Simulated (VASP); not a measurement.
# TiSi2 (Immm) in VASP: single point with PBE

Aim: the single point of TiSi2 with PBE.

All numbers are computed with VASP 6.6.1; they aren't measurements. Logs are shortened: lines on timing, memory, paths and dates and some standing lists are left out, and cuts for length are marked.

## (1) The cell of the first run

It takes space group Immm (No. 71, orthorhombic). The conventional cell has a = 2.971 Å, b = 3.495 Å, c = 8.409 Å, α = 90.00°, β = 90.00°, γ = 90.00°. Ti (site symmetry mmm) has 10 Si at 2.70 to 2.77 Å and 4 Ti at 2.97 to 3.50 Å within 3.6 Å. Si (site symmetry mm2) has 9 Si at 2.66 to 3.50 Å and 5 Ti at 2.70 to 2.77 Å within 3.5 Å.

## (2) Single point, PBE (strain +0.0250 x Voigt [0, 1, 0, 0, 0, 0])

INCAR

```
PREC = Accurate
ENCUT = 520
EDIFF = 1E-6
ISMEAR = 0
SIGMA = 0.15
LREAL = F
LASPH = T
NELM = 100
ALGO = Normal
ISIF = 2
LWAVE = F
LCHARG = T
GGA = PE
LELF = T
LVHAR = T
NBANDS = 17
```

KPOINTS

```
Automatic mesh
0
Gamma
  22 22 22
```

POSCAR

```
TiSi2
1.0
   -1.4856866039      1.7475305359      4.2047460604
    1.4856866039     -1.7475305359      4.2047460604
    1.4856866039      1.7475305359     -4.2047460604
Ti Si
1 2
Direct
    0.0000000000      0.0000000000      0.0000000000
    0.3296402049      0.3296402049      0.0000000000
    0.6703597951      0.6703597951      0.0000000000
```

Potentials or basis: VASP PAW PBE potentials, release 64 (Ti_sv, Si).

Started as:

```sh
$ cat potpaw_PBE.64/Ti_sv/POTCAR potpaw_PBE.64/Si/POTCAR > POTCAR
$ mpirun -np 1 vasp_std > vasp.out
```

OUTCAR:

```text
PREC = Accurate
   ENCUT = 520
   EDIFF = 1E-6
   ISMEAR = 0
   LREAL = F
   LASPH = T
   NELM = 100
   ISIF = 2
   GGA = PE

 ion  position               nearest neighbor table
   1  0.000  0.000  0.000-   3 2.70   3 2.70   3 2.70   2 2.70   2 2.70   2 2.70   3 2.70   2 2.70
                             2 2.77   3 2.77
   2  0.330  0.330  0.000-   3 2.66   3 2.66   3 2.66   3 2.66   1 2.70   1 2.70   1 2.70   1 2.70
                             1 2.77   3 2.87
   3  0.670  0.670  0.000-   2 2.66   2 2.66   2 2.66   2 2.66   1 2.70   1 2.70   1 2.70   1 2.70
                             1 2.77   2 2.87

  LATTYP: Found a body centered orthorhombic cell.
 ALAT       =     2.9713732078
 B/A-ratio  =     1.1762443919
 C/A-ratio  =     2.8301702724

  Lattice vectors:

 A1 = (  -1.4856866039,   1.7475305359,   4.2047460604)
 A2 = (   1.4856866039,  -1.7475305359,   4.2047460604)
 A3 = (   1.4856866039,   1.7475305359,  -4.2047460604)

Analysis of symmetry for initial positions (statically):
=====================================================================
 Subroutine PRICEL returns:
 Original cell was already a primitive cell.

 Routine SETGRP: Setting up the symmetry group for a
 body centered orthorhombic supercell.

 Subroutine GETGRP returns: Found  8 space group operations
 (whereof  8 operations were pure point group operations)
 out of a pool of  8 trial point group operations.

The static configuration has the point symmetry D_2h.

Analysis of symmetry for dynamics (positions and initial velocities):
=====================================================================
 Subroutine PRICEL returns:
 Original cell was already a primitive cell.

 Routine SETGRP: Setting up the symmetry group for a
 body centered orthorhombic supercell.

 Subroutine GETGRP returns: Found  8 space group operations
 (whereof  8 operations were pure point group operations)
 out of a pool of  8 trial point group operations.

The dynamic configuration has the point symmetry D_2h.

 Subroutine INISYM returns: Found  8 space group operations
 (whereof  8 operations are pure point group operations),
 and found     1 'primitive' translations

----------------------------------------------------------------------------------------

                                     Primitive cell

  volume of cell :      43.6668

  direct lattice vectors                    reciprocal lattice vectors
    -1.485686604  1.747530536  4.204746060     0.000000000  0.286118033  0.118913245
     1.485686604 -1.747530536  4.204746060     0.336544732  0.000000000  0.118913245
     1.485686604  1.747530536 -4.204746060     0.336544732  0.286118033  0.000000000

  length of vectors
     4.789678182  4.789678182  4.789678182     0.309844943  0.356935171  0.441730558

  position of ions in fractional coordinates (direct lattice)
     0.000000000  0.000000000  0.000000000
     0.329640205  0.329640205  0.000000000
     0.670359795  0.670359795  0.000000000

  ion indices of the primitive-cell ions
   primitive index   ion index
                 1           1
                 2           2
                 3           3

----------------------------------------------------------------------------------------

 KPOINTS: Automatic mesh

Automatic generation of k-mesh.
 Grid dimensions read from file:
 generate k-points for:   22   22   22

 Generating k-lattice:

  Cartesian coordinates                     Fractional coordinates (reciprocal lattice)
     0.000000000  0.013005365  0.005405148     0.045454545  0.000000000 -0.000000000
     0.015297488  0.000000000  0.005405148     0.000000000  0.045454545 -0.000000000
     0.015297488  0.013005365  0.000000000     0.000000000  0.000000000  0.045454545

  Length of vectors
     0.014083861  0.016224326  0.020078662

  Shift w.r.t. Gamma in fractional coordinates (k-lattice)
     0.000000000  0.000000000  0.000000000

 Subroutine IBZKPT returns following result:
 ===========================================

 Found   1530 irreducible k-points:

 Following reciprocal coordinates:
            Coordinates               Weight
  0.000000  0.000000  0.000000      1.000000
  0.045455  0.000000 -0.000000      4.000000
  0.090909  0.000000 -0.000000      4.000000
  0.136364  0.000000  0.000000      4.000000
  0.181818  0.000000  0.000000      4.000000
  0.227273  0.000000  0.000000      4.000000
[... 16 lines left out ...]
  0.454545  0.045455  0.000000      8.000000
  0.500000  0.045455  0.000000      8.000000
 [... further k-points ...]
   k-points           NKPTS =   1530   k-points in BZ     NKDIM =   1530   number of bands    NBANDS=     17
   number of dos      NEDOS =    301   number of ions     NIONS =      3
   total plane-waves  NPLWV =  46656
   dimension x,y,z NGX =    36 NGY =   36 NGZ =   36
   dimension x,y,z NGXF=    72 NGYF=   72 NGZF=   72
   ions per type =               1   2
   NGX,Y,Z   is equivalent  to a cutoff of  12.50, 12.50, 12.50 a.u.
   NGXF,Y,Z  is equivalent  to a cutoff of  24.99, 24.99, 24.99 a.u.
 SYSTEM =  unknown system
   PREC   = accura    normal or accurate (medium, high low for compatibility)
   ISTART =      0    job   : 0-new  1-cont  2-samecut
   ICHARG =      2    charge: 1-file 2-atom 10-const
   ISPIN  =      1    spin polarized calculation?
   LNONCOLLINEAR =      F non collinear calculations
   LSORBIT =      F    spin-orbit coupling
   LASPH  =      T    aspherical Exc in radial PAW
   ENCUT  =  520.0 eV  38.22 Ry    6.18 a.u.   8.91  8.91  8.91*2*pi/ulx,y,z
   NELM   =    100;   NELMIN=  2; NELMDL= -5     # of ELM steps
   EDIFF  = 0.1E-05   stopping-criterion for ELM
   LREAL  =      F    real-space projection
   EDIFFG = 0.1E-04   stopping-criterion for IOM
   NSW    =      0    number of steps for IOM
   IBRION =     -1    ionic relax: 0-MD 1-quasi-New 2-CG
   NFREE  =      0    steps in history (QN), initial steepest desc. (CG)
   ISIF   =      2    stress and relaxation
   ISYM   =      2    0-nonsym 1-usesym 2-fastsym
   POTIM  = 0.5000    time-step for ionic-motion
   TEBEG  =    0.0;   TEEND  =   0.0 temperature during run
   PSTRESS=    0.0 pullay stress
   NELECT =      20.0000    total number of electrons
   NUPDOWN=      -1.0000    fix difference up-down
   EMIN   =  10.00;   EMAX   =-10.00  energy-range for DOS
   EFERMI =   0.00;   METHOD = LEGACY
   ISMEAR =     0;   SIGMA  =   0.15  broadening in eV -4-tet -1-fermi 0-gaus
   EFERMI_NEDOS =   21; number of points for ismear=-14 and -15
   IALGO  =     38    algorithm
   IMIX   =      4    mixing-type and parameters
     AMIX     =   0.40;   BMIX     =  1.00
     AMIX_MAG =   1.60;   BMIX_MAG =  1.00
  volume/ion in A,a.u.               =      14.56        98.23
  Fermi-wavevector in a.u.,A,eV,Ry     =   1.261927  2.384696 21.666732  1.592460
  Thomas-Fermi vector in A             =   2.395361
   LORBIT       =      0    0 simple, 1 ext, 2 COOP (PROOUT), +10 PAW based schemes
   GGA     = PE    functional components
   LHFCALC =     F    Hartree Fock is set to
   AEXX    =    0.0000 exact exchange contribution
   IVDW    =     0    specifies the selected vdW correction
   LEPSILON=     F    determine dielectric tensor
   LRPA    =     F    only Hartree local field effects (RPA)
 non-spin polarized calculation
 Gauss-broadening in eV      SIGMA  =   0.15
  energy-cutoff  :      520.00
  volume of cell :       43.67
 maximum number of plane-waves:      1210
   NGX = 17   NGY = 17   NGZ = 17

 number of electron      19.9999999 magnetization

 Free energy of the ion-electron system (eV)
  ---------------------------------------------------
  ext. energy  EPLUGINS =         0.00000000
  ---------------------------------------------------
  free energy    TOTEN  =       -19.84078768 eV

  energy without entropy =      -19.82573201  energy(sigma->0) =      -19.83325984

 E-fermi :   9.6553     XC(G=0): -11.5724

 val. band max:        9.6539311834   @ k =  -0.4545  -0.4545   0.1364
 cond. band min:       9.6578620289   @ k =   0.4545  -0.4545   0.4091
 fundamental gap:      0.0039308455
 Fermi energy:         9.6552657284

 k-point     1 :       0.0000    0.0000    0.0000
  band No.  band energies     occupation
      1     -46.6836      2.00000
      2     -23.0026      2.00000
      3     -22.9892      2.00000
      4     -22.7466      2.00000
      5      -2.7057      2.00000
      6       5.0788      2.00000
[... 9 lines left out ...]
     16      15.0306      0.00000
     17      15.4328      0.00000

 k-point     2 :       0.0455    0.0000   -0.0000
  band No.  band energies     occupation
      1     -46.6835      2.00000
      2     -23.0041      2.00000
      3     -22.9891      2.00000
      4     -22.7465      2.00000
      5      -2.6766      2.00000
      6       4.9721      2.00000
[... 9 lines left out ...]
     16      14.9971      0.00000
     17      15.4683      0.00000

 k-point     3 :       0.0909    0.0000   -0.0000
  band No.  band energies     occupation
      1     -46.6833      2.00000
      2     -23.0086      2.00000
      3     -22.9888      2.00000
      4     -22.7462      2.00000
      5      -2.5896      2.00000
      6       4.7380      2.00000
[... 9 lines left out ...]
     16      14.9289      0.00000
     17      15.5730      0.00000

 k-point     4 :       0.1364    0.0000    0.0000
  band No.  band energies     occupation
      1     -46.6828      2.00000
      2     -23.0157      2.00000
      3     -22.9883      2.00000
      4     -22.7457      2.00000
      5      -2.4456      2.00000
      6       4.4412      2.00000
[... 9 lines left out ...]
     16      14.8656      0.00000
     17      15.7395      0.00000
[... 343 lines left out ...]
      1     -46.6786      2.00000
      2     -23.0712      2.00000
      3     -22.9839      2.00000
      4     -22.7481      2.00000
      5      -0.4210      2.00000
      6       1.5424      2.00000
[... 9 lines left out ...]
     16      16.0714      0.00000
     17      16.9404      0.00000

 k-point    23 :       0.4545    0.0455    0.0000
  band No.  band energies     occupation
      1     -46.6783      2.00000
      2     -23.0756      2.00000
      3     -22.9835      2.00000
      4     -22.7478      2.00000
      5       0.0385      2.00000
      6       1.0182      2.00000
[... 9 lines left out ...]
     16      15.8212      0.00000
     17      16.6270      0.00000

 k-point    24 :       0.5000    0.0455    0.0000
  band No.  band energies     occupation
      1     -46.6782      2.00000
      2     -23.0771      2.00000
      3     -22.9833      2.00000
      4     -22.7477      2.00000
      5       0.3373      2.00000
      6       0.6993      2.00000
[... 9 lines left out ...]
     16      15.7290      0.00000
     17      16.6219      0.00000

 [... further k-points ...]
[... 5 lines left out ...]
  --------------------------------------------------------------------------------------
  -------------------------------------------------------------------------------------
  Total       -0.6843327     -1.5126913     -0.5267247     -0.0000000      0.0000000      0.0000000
  in kB      -25.1088109    -55.5020645    -19.3260234     -0.0000000      0.0000000      0.0000000
  external PRESSURE =     -33.3122996 kB  Pullay stress =       0.0000000 kB

 VOLUME and BASIS-vectors are now :
 -----------------------------------------------------------------------------
  energy-cutoff  :      520.00
  volume of cell :       43.67
      direct lattice vectors                 reciprocal lattice vectors
    -1.485686604  1.747530536  4.204746060     0.000000000  0.286118033  0.118913245
     1.485686604 -1.747530536  4.204746060     0.336544732  0.000000000  0.118913245
     1.485686604  1.747530536 -4.204746060     0.336544732  0.286118033  0.000000000

 POSITION                                       TOTAL-FORCE (eV/Angst)
 -----------------------------------------------------------------------------------
      0.00000      0.00000      0.00000        -0.000000      0.000000     -0.000000
      0.00000      0.00000      2.77211        -0.000000     -0.000000      0.091342
      0.00000      0.00000      5.63739         0.000000      0.000000     -0.091342
 -----------------------------------------------------------------------------------
    total drift:                                0.000000     -0.000000      0.000000

  FREE ENERGIE OF THE ION-ELECTRON SYSTEM (eV)
  ---------------------------------------------------
  free  energy   TOTEN  =       -19.8407876812 eV

  energy  without entropy=      -19.8257320070  energy(sigma->0) =      -19.83325984
```

Wall time 22 min (1 thread of Intel Xeon Platinum 8259CL at 2.50GHz (Skylake/Cascade Lake), shared host); peak memory 1.1 GiB.

What came out:

* Free energy: -19.8408 eV
* Pressure: -3.3 GPa
* Largest force: 0.091 eV/Å
* Band gap on the k mesh: zero (band 10 reaches 11.01 eV, above the bottom of band 11 at 8.60 eV)

Forces on the atoms (eV/Å):
```
Ti   0.000  0.000  0.000
Si   0.000  0.000  0.091
Si   0.000  0.000 -0.091
```

Caveat: the cell differs from its parent crystal (strain +0.0250 x Voigt [0, 1, 0, 0, 0, 0]).
